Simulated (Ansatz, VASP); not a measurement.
## Rh in VASP and in Ansatz

File POSCAR:

```
Rh
1.0
    0.0000000000      1.9008071574      1.9008071574
    1.9008071574      0.0000000000      1.9008071574
    1.9008071574      1.9008071574      0.0000000000
Rh
1
Direct
    0.0000000000      0.0000000000      0.0000000000
```

INCAR.step1

```
PREC     = Accurate       # precision mode
ENCUT    = 680            # plane-wave cutoff, eV
ISMEAR   = -1             # smearing method
SIGMA    = 0.1            # smearing width, eV
LREAL    = F              # projectors in reciprocal space
LASPH    = T              # aspherical terms in the spheres
NELM     = 120            # most SCF steps
NBANDS   = 14             # bands
GGA      = PE             # functional
ALGO     = Normal         # electronic algorithm
EDIFF    = 1E-5           # SCF threshold, eV
LWAVE    = T              # write WAVECAR
LCHARG   = F              # write CHGCAR
GGA_COMPAT= F
```

Contents of INCAR.step2:

```
PREC     = Accurate       # precision mode
ENCUT    = 680            # plane-wave cutoff, eV
EDIFF    = 1E-6           # SCF threshold, eV
ISMEAR   = -1             # smearing method
SIGMA    = 0.1            # smearing width, eV
LREAL    = F              # projectors in reciprocal space
LASPH    = T              # aspherical terms in the spheres
NELM     = 120            # most SCF steps
ALGO     = Normal         # electronic algorithm
ISIF     = 2              # what is computed and relaxed
LWAVE    = F              # write WAVECAR
LCHARG   = F              # write CHGCAR
METAGGA  = R2SCAN         # meta-GGA
LMIXTAU  = T            
NBANDS   = 14             # bands
ISTART   = 1            
GGA_COMPAT= F
```

KPOINTS

```
regular mesh
0
Gamma
  4 4 4
```

Input for Ansatz:

```yaml
crystal:
  lattice:
    - [0.0, 1.9008071574, 1.9008071574]
    - [1.9008071574, 0.0, 1.9008071574]
    - [1.9008071574, 1.9008071574, 0.0]
  atoms:
    - { symbol: Rh, position: [0.0, 0.0, 0.0] }
hamiltonian:
  xc: r2scan
  pseudopotentials:
    kind: paw
    azcp:
      Rh: "pseudopotentials/Rh.paw.azcp"
basis:
  ecutwfc: 500
  fft_grid_basis: typed
kpoints:
  mp_grid: { grid: [4, 4, 4], shift: [0, 0, 0] }
magnetization:
  spin_polarized: false
scf:
  occupations: { method: fermi_dirac, width: 0.1 }
  lower_state_search: "off"
output:
  stress: true
  write_density: true
  write_potential: true
  elf: true
  volumetric_format: npy
```

Alike in both runs: task single point; functional r2SCAN; k mesh 4 × 4 × 4; occupations fermi-dirac, width 0.1 eV; no spin polarisation.

|  | VASP | Ansatz |
| --- | --- | --- |
| version | VASP 6.6.1 | Ansatz 0.2.0 |
| potentials or method | VASP PAW PBE potentials, release 64 (Rh_sv_GW), cutoff 680 eV | plane waves (500 eV) with PAW, scalar-relativistic |
| valence electrons in the cell | 17 | 17 |

|  | VASP | Ansatz | Ansatz less VASP |
| --- | --- | --- | --- |
| pressure (GPa) | -7.7 | -7.8 | -0.06 |

VASP's potentials were made for PBE, not for r2SCAN. With one functional, cell and mesh, what is left measures potentials, basis and numerics.

The k mesh is coarse, so the values compare programs but aren't converged.
